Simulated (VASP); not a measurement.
# C (R-3m) in VASP: notebook

The runs below take C through single point, with r2SCAN.

Program: VASP 6.6.1. These are calculated values, not measurements. Logs are shortened: lines on timing, memory, paths and dates and some standing lists are left out, and cuts for length are marked.

### Step 1. The cell of the first run

It takes space group R-3m (No. 166, trigonal). The conventional cell has a = 2.480 Å, b = 2.480 Å, c = 21.605 Å, α = 90.00°, β = 90.00°, γ = 120.00°. Within 1.9 Å of C (site symmetry 3m) lie 3 C at 1.43 Å. Within 1.9 Å of C (site symmetry 3m) lie 3 C at 1.43 Å.

### Step 2. Single point, r2SCAN (biaxial strain in the a-b plane: +1.0 %)

POSCAR

```
C
1.0
    2.4802863851      0.0000000000      0.0000000000
   -1.2401431926      2.1479910182      0.0000000000
    0.0000000000      0.0000000000     21.6053847528
C
12
Direct
    0.0000000000      0.0000000000      0.9189791269
    0.3333333333      0.6666666667      0.9189758240
    0.0000000000      0.0000000000      0.7476908427
    0.3333333333      0.6666666667      0.7476875398
    0.6666666667      0.3333333333      0.2523124602
    0.0000000000      0.0000000000      0.2523091573
    0.6666666667      0.3333333333      0.0810241760
    0.0000000000      0.0000000000      0.0810208731
    0.3333333333      0.6666666667      0.5856457936
    0.6666666667      0.3333333333      0.5856424906
    0.3333333333      0.6666666667      0.4143575094
    0.6666666667      0.3333333333      0.4143542064
```

INCAR.step1

```
SYSTEM = C
PREC = Accurate
ENCUT = 520
ISMEAR = 0
SIGMA = 0.01
LREAL = .FALSE.
LASPH = .TRUE.
NELM = 60
NBANDS = 36
GGA = PE
ALGO = Normal
EDIFF = 1E-4
LWAVE = .TRUE.
LCHARG = .FALSE.
```

INCAR.step2

```
SYSTEM = C
PREC = Accurate
ENCUT = 520
EDIFF = 1E-6
ISMEAR = 0
SIGMA = 0.01
LREAL = .FALSE.
LASPH = .TRUE.
NELM = 60
ALGO = Normal
ISIF = 2
LWAVE = .FALSE.
LCHARG = .FALSE.
METAGGA = R2SCAN
LMIXTAU = .TRUE.
NBANDS = 36
ISTART = 1
```

KPOINTS

```
Automatic mesh
0
G
  18 18 2
  0 0 0
```

Potentials or basis: VASP PAW PBE potentials, release 64 (C).

Command:

```sh
$ cat potpaw_PBE.64/C/POTCAR > POTCAR
$ cp INCAR.step1 INCAR
$ mpirun -np 1 vasp_std > vasp.out
$ cp INCAR.step2 INCAR
$ mpirun -np 1 vasp_std > vasp.out
```

OUTCAR:

```text
SYSTEM = C
   PREC = Accurate
   ENCUT = 520
   EDIFF = 1E-6
   ISMEAR = 0
   LREAL = .FALSE.
   LASPH = .TRUE.
   NELM = 60
   ISIF = 2
   METAGGA = R2SCAN
   ISTART = 1

 ion  position               nearest neighbor table
   1  0.000  0.000  0.919-   2 1.43   2 1.43   2 1.43
   2  0.333  0.667  0.919-   1 1.43   1 1.43   1 1.43
   3  0.000  0.000  0.748-   4 1.43   4 1.43   4 1.43
   4  0.333  0.667  0.748-   3 1.43   3 1.43   3 1.43
   5  0.667  0.333  0.252-   6 1.43   6 1.43   6 1.43
   6  0.000  0.000  0.252-   5 1.43   5 1.43   5 1.43
   7  0.667  0.333  0.081-   8 1.43   8 1.43   8 1.43
   8  0.000  0.000  0.081-   7 1.43   7 1.43   7 1.43
   9  0.333  0.667  0.586-  10 1.43  10 1.43  10 1.43
  10  0.667  0.333  0.586-   9 1.43   9 1.43   9 1.43
  11  0.333  0.667  0.414-  12 1.43  12 1.43  12 1.43
  12  0.667  0.333  0.414-  11 1.43  11 1.43  11 1.43

  LATTYP: Found a hexagonal cell.
 ALAT       =     2.4802863851
 C/A-ratio  =     8.7108427811

  Lattice vectors:

 A1 = (   2.4802863851,   0.0000000000,   0.0000000000)
 A2 = (  -1.2401431926,   2.1479910182,   0.0000000000)
 A3 = (   0.0000000000,   0.0000000000,  21.6053847528)

Analysis of symmetry for initial positions (statically):
=====================================================================
 Subroutine PRICEL returns following result:

  LATTYP: Found a trigonal (rhomboedric) cell.
 ALAT       =     7.3427826384
 COS(alpha) =     0.9429504375

  Lattice vectors:

 A1 = (   1.2401431924,  -0.7159970060,  -7.2017949169)
 A2 = (  -1.2401431923,  -0.7159970062,  -7.2017949190)
 A3 = (  -0.0000000002,   1.4319940122,  -7.2017949169)

   3 primitive cells build up your supercell.

 Routine SETGRP: Setting up the symmetry group for a
 hexagonal supercell.

 Subroutine GETGRP returns: Found 12 space group operations
 (whereof 12 operations were pure point group operations)
 out of a pool of 24 trial point group operations.

The static configuration has the point symmetry D_3d.

Analysis of symmetry for dynamics (positions and initial velocities):
=====================================================================
 Subroutine PRICEL returns following result:

  LATTYP: Found a trigonal (rhomboedric) cell.
 ALAT       =     7.3427826384
 COS(alpha) =     0.9429504375

  Lattice vectors:

 A1 = (   1.2401431924,  -0.7159970060,  -7.2017949169)
 A2 = (  -1.2401431923,  -0.7159970062,  -7.2017949190)
 A3 = (  -0.0000000002,   1.4319940122,  -7.2017949169)

   3 primitive cells build up your supercell.

 Routine SETGRP: Setting up the symmetry group for a
 hexagonal supercell.

 Subroutine GETGRP returns: Found 12 space group operations
 (whereof 12 operations were pure point group operations)
 out of a pool of 24 trial point group operations.

The dynamic configuration has the point symmetry D_3d.

 Subroutine INISYM returns: Found 12 space group operations
 (whereof 12 operations are pure point group operations),
 and found     3 'primitive' translations

----------------------------------------------------------------------------------------

                                     Primitive cell

  volume of cell :      38.3685

  direct lattice vectors                    reciprocal lattice vectors
     1.240143192 -0.715997006 -7.201794917     0.403179248 -0.232775647 -0.046284758
    -1.240143192 -0.715997006 -7.201794919    -0.403179248 -0.232775647 -0.046284758
    -0.000000000  1.431994012 -7.201794917     0.000000000  0.465551295 -0.046284758

  length of vectors
     7.342782638  7.342782641  7.342782638     0.467846435  0.467846435  0.467846435

  position of ions in fractional coordinates (direct lattice)
     0.081020873  0.081020873  0.081020873
     0.747690843  0.747690843  0.747690843
     0.252309157  0.252309157  0.252309157
     0.918979127  0.918979127  0.918979127

  ion indices of the primitive-cell ions
   primitive index   ion index
                 1           1
                 2           6
                 3           3
                 4           8

----------------------------------------------------------------------------------------

 KPOINTS: Automatic mesh

Automatic generation of k-mesh.
 Grid dimensions read from file:
 generate k-points for:   18   18    2

 Generating k-lattice:

  Cartesian coordinates                     Fractional coordinates (reciprocal lattice)
     0.022398847  0.012931980  0.000000000     0.055555556  0.000000000  0.000000000
     0.000000000  0.025863961  0.000000000     0.000000000  0.055555556  0.000000000
     0.000000000  0.000000000  0.023142379     0.000000000  0.000000000  0.500000000

  Length of vectors
     0.025863961  0.025863961  0.023142379

  Shift w.r.t. Gamma in fractional coordinates (k-lattice)
     0.000000000  0.000000000  0.000000000

 Subroutine IBZKPT returns following result:
 ===========================================

 Found     74 irreducible k-points:

 Following reciprocal coordinates:
            Coordinates               Weight
  0.000000  0.000000  0.000000      1.000000
  0.055556  0.000000  0.000000      6.000000
  0.111111  0.000000  0.000000      6.000000
  0.166667  0.000000  0.000000      6.000000
  0.222222  0.000000  0.000000      6.000000
  0.277778  0.000000  0.000000      6.000000
[... 16 lines left out ...]
  0.333333  0.111111  0.000000     12.000000
  0.388889  0.111111  0.000000     12.000000
 [... further k-points ...]
   k-points           NKPTS =     74   k-points in BZ     NKDIM =     74   number of bands    NBANDS=     36
   number of dos      NEDOS =    301   number of ions     NIONS =     12
   total plane-waves  NPLWV =  52488
   dimension x,y,z NGX =    18 NGY =   18 NGZ =  162
   dimension x,y,z NGXF=    36 NGYF=   36 NGZF=  324
   ions per type =              12
   NGX,Y,Z   is equivalent  to a cutoff of  12.06, 12.06, 12.47 a.u.
   NGXF,Y,Z  is equivalent  to a cutoff of  24.13, 24.13, 24.93 a.u.
 SYSTEM =  C
   PREC   = accura    normal or accurate (medium, high low for compatibility)
   ISTART =      1    job   : 0-new  1-cont  2-samecut
   ICHARG =      0    charge: 1-file 2-atom 10-const
   ISPIN  =      1    spin polarized calculation?
   LNONCOLLINEAR =      F non collinear calculations
   LSORBIT =      F    spin-orbit coupling
   LASPH  =      T    aspherical Exc in radial PAW
   ENCUT  =  520.0 eV  38.22 Ry    6.18 a.u.   4.61  4.61 40.17*2*pi/ulx,y,z
   NELM   =     60;   NELMIN=  2; NELMDL=  0     # of ELM steps
   EDIFF  = 0.1E-05   stopping-criterion for ELM
   LREAL  =      F    real-space projection
   EDIFFG = 0.1E-04   stopping-criterion for IOM
   NSW    =      0    number of steps for IOM
   IBRION =     -1    ionic relax: 0-MD 1-quasi-New 2-CG
   NFREE  =      0    steps in history (QN), initial steepest desc. (CG)
   ISIF   =      2    stress and relaxation
   ISYM   =      2    0-nonsym 1-usesym 2-fastsym
   POTIM  = 0.5000    time-step for ionic-motion
   TEBEG  =    0.0;   TEEND  =   0.0 temperature during run
   PSTRESS=    0.0 pullay stress
   NELECT =      48.0000    total number of electrons
   NUPDOWN=      -1.0000    fix difference up-down
   EMIN   =  10.00;   EMAX   =-10.00  energy-range for DOS
   EFERMI =   0.00;   METHOD = LEGACY
   ISMEAR =     0;   SIGMA  =   0.01  broadening in eV -4-tet -1-fermi 0-gaus
   EFERMI_NEDOS =   21; number of points for ismear=-14 and -15
   IALGO  =     38    algorithm
   IMIX   =      4    mixing-type and parameters
     AMIX     =   0.40;   BMIX     =  1.00
     AMIX_MAG =   1.60;   BMIX_MAG =  1.00
  volume/ion in A,a.u.               =       9.59        64.73
  Fermi-wavevector in a.u.,A,eV,Ry     =   1.223085  2.311295 20.353442  1.495936
  Thomas-Fermi vector in A             =   2.358208
   LORBIT       =      0    0 simple, 1 ext, 2 COOP (PROOUT), +10 PAW based schemes
   METAGGA = R2SCAN    functional components
   LHFCALC =     F    Hartree Fock is set to
   AEXX    =    0.0000 exact exchange contribution
   IVDW    =     0    specifies the selected vdW correction
   LEPSILON=     F    determine dielectric tensor
   LRPA    =     F    only Hartree local field effects (RPA)
 non-spin polarized calculation
 Gauss-broadening in eV      SIGMA  =   0.01
  energy-cutoff  :      520.00
  volume of cell :      115.11
 maximum number of plane-waves:      3144
   NGX =  9   NGY =  9   NGZ = 81

 number of electron      47.9999986 magnetization

 Free energy of the ion-electron system (eV)
  ---------------------------------------------------
  ext. energy  EPLUGINS =         0.00000000
  ---------------------------------------------------
  free energy    TOTEN  =      -119.15677686 eV

  energy without entropy =     -119.15677686  energy(sigma->0) =     -119.15677686

 E-fermi :   3.9545     XC(G=0): -10.5707

 val. band max:        3.8152810161   @ k =   0.3333   0.3333   0.0000
 cond. band min:       4.0176388957   @ k =   0.3333   0.3333   0.0000
 fundamental gap:      0.2023578796
 Fermi energy:         3.9544542515

 k-point     1 :       0.0000    0.0000    0.0000
  band No.  band energies     occupation
      1     -16.7652      2.00000
      2     -16.7259      2.00000
      3     -16.7259      2.00000
      4     -16.6319      2.00000
      5     -16.6319      2.00000
      6     -16.5901      2.00000
[... 28 lines left out ...]
     35      12.4740      0.00000
     36      12.4754      0.00000

 k-point     2 :       0.0556    0.0000    0.0000
  band No.  band energies     occupation
      1     -16.6885      2.00000
      2     -16.6494      2.00000
      3     -16.6494      2.00000
      4     -16.5558      2.00000
      5     -16.5558      2.00000
      6     -16.5143      2.00000
[... 28 lines left out ...]
     35      12.5395      0.00000
     36      12.7763      0.00000
[... 817 lines left out ...]
     35      12.9137      0.00000
     36      12.9887      0.00000

 k-point    24 :       0.3889    0.1111    0.0000
  band No.  band energies     occupation
      1     -11.8694      2.00000
      2     -11.8422      2.00000
      3     -11.8395      2.00000
      4     -11.7777      2.00000
      5     -11.7749      2.00000
      6     -11.7467      2.00000
[... 28 lines left out ...]
     35      12.8126      0.00000
     36      12.8839      0.00000

 [... further k-points ...]
[... 5 lines left out ...]
  --------------------------------------------------------------------------------------
  -------------------------------------------------------------------------------------
  Total       -7.5091117     -7.5091117      0.0825131      0.0000000      0.0000000      0.0000000
  in kB     -104.5208308   -104.5208308      1.1485160      0.0000000      0.0000000      0.0000000
  external PRESSURE =     -69.2977152 kB  Pullay stress =       0.0000000 kB

 VOLUME and BASIS-vectors are now :
 -----------------------------------------------------------------------------
  energy-cutoff  :      520.00
  volume of cell :      115.11
      direct lattice vectors                 reciprocal lattice vectors
     2.480286385  0.000000000  0.000000000     0.403179248  0.232775647  0.000000000
    -1.240143193  2.147991018  0.000000000     0.000000000  0.465551295  0.000000000
     0.000000000  0.000000000 21.605384753     0.000000000  0.000000000  0.046284758

 POSITION                                       TOTAL-FORCE (eV/Angst)
 -----------------------------------------------------------------------------------
      0.00000      0.00000     19.85490        -0.000000      0.000000      0.000406
     -0.00000      1.43199     19.85483         0.000000      0.000000     -0.001039
      0.00000      0.00000     16.15415        -0.000000      0.000000      0.001039
     -0.00000      1.43199     16.15408         0.000000     -0.000000     -0.000406
      1.24014      0.71600      5.45131        -0.000000      0.000000      0.000406
      0.00000      0.00000      5.45124         0.000000      0.000000     -0.001039
      1.24014      0.71600      1.75056        -0.000000     -0.000000      0.001039
      0.00000      0.00000      1.75049         0.000000     -0.000000     -0.000406
     -0.00000      1.43199     12.65310         0.000000      0.000000      0.000406
      1.24014      0.71600     12.65303        -0.000000      0.000000     -0.001039
     -0.00000      1.43199      8.95235        -0.000000     -0.000000      0.001039
      1.24014      0.71600      8.95228         0.000000     -0.000000     -0.000406
 -----------------------------------------------------------------------------------
    total drift:                               -0.000000      0.000000      0.000000

  FREE ENERGIE OF THE ION-ELECTRON SYSTEM (eV)
  ---------------------------------------------------
  free  energy   TOTEN  =      -119.1567768573 eV

  energy  without entropy=     -119.1567768573  energy(sigma->0) =     -119.15677686
```

Wall time 21 min (1 thread of AMD EPYC 7R43 (Zen 3), shared host); peak memory 0.32 GiB.

What came out:

```
Free energy : -119.1568 eV
Pressure    : -6.9 GPa
```

Caveat: the cell differs from its parent crystal (biaxial strain in the a-b plane: +1.0 %); the cell stands under tension; the PAW data sets were made with another functional, which shifts forces and pressure a little.

(Continued in part 2 of 2.)
